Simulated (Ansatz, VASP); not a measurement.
## GaP in VASP and in Ansatz

```
Ga P
1.0
     0.00000    2.55854    2.55854
     2.55854    0.00000    2.55854
     2.55854    2.55854    0.00000
Ga P
1 1
Direct
  0.00000 0.00000 0.00000
  0.50000 0.50000 0.50000
```

Alike in both runs: task single point; functional LDA; k mesh 6 × 6 × 6; occupations fermi-dirac, width 0.02 eV; no spin polarisation.

```csv
,VASP,Ansatz
version,VASP 6.6.1,Ansatz 0.2.0
potentials or method,"VASP PAW LDA potentials, release 64 (Ga_d, P)",plane waves
plane-wave cutoff (eV),520,420
valence electrons in the cell,18,18
```

VASP gave:

```
pressure (GPa) : -3.7
```

Which values does Ansatz return?

Pressure (GPa): -3.8.

LDA's correlation is that of Perdew and Zunger in VASP and of Perdew and Wang (1992) in Ansatz.
